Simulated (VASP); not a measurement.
Set up this calculation in VASP 6.6.1, as the native input.

```yaml
Task: single point
Functional: BLYP
Dispersion: D3(BJ)
Potentials_or_basis: VASP PAW PBE potentials, release 64 (Mg, Se)
Cutoff: 600 eV
k_mesh: 8 × 8 × 8
Occupations: gaussian, width 0.05 eV
Spin: no spin polarisation
Dipole_correction: no
Further_INCAR_settings: ALGO = Normal; EDIFF = 1e-06; NBANDS = 11
```

The structure of MgSe lies in POSCAR:

```
MgSe
1.0
    0.0000000000      2.7283087941      2.7283087941
    2.7283087941      0.0000000000      2.7283087941
    2.7283087941      2.7283087941      0.0000000000
Mg Se
1 1
Direct
    0.0000000000      0.0000000000      0.0000000000
    0.5000000000      0.5000000000      0.5000000000
```

This cell differs from its parent crystal: volume scaled by 1.04.

These files were run (other wordings do the same):

INCAR

```
PREC = Accurate ; ENCUT = 600
EDIFF = 1E-6 ; ISMEAR = 0
SIGMA = 0.05 ; LREAL = False
LASPH = True ; NELM = 120
ALGO = Normal ; ISIF = 2
LWAVE = False ; LCHARG = True
GGA = B5 ; ALDAX = 1.0
AGGAX = 1.0 ; AGGAC = 1.0
ALDAC = 0.0 ; IVDW = 12
VDW_S6 = 1.0 ; VDW_S8 = 2.6996
VDW_A1 = 0.4298 ; VDW_A2 = 4.2359
LELF = True ; LVHAR = True
NBANDS = 11 ; GGA_COMPAT = False
```

KPOINTS

```
regular mesh
0
Gamma
  8 8 8
```

Potentials or basis: VASP PAW PBE potentials, release 64 (Mg, Se).

Launch:

```bash
$ cat potpaw_PBE.64/Mg/POTCAR potpaw_PBE.64/Se/POTCAR > POTCAR
$ mpirun -np 1 vasp_std > vasp.out
```

Results of the run:

| Property | Result |
| --- | --- |
| Pressure | -2.5 GPa |
| Band gap on the k mesh | 1.86 eV, indirect (least direct gap 2.75 eV) |
| Dispersion energy per atom | -0.842 eV |

Caveat: the PAW data sets were made with another functional, which shifts forces and pressure a little.

Wall time 23 s on 1 thread of Intel(R) Xeon(R) Platinum 8488C (Sapphire Rapids), with other jobs on the host, peak memory 0.19 GiB.
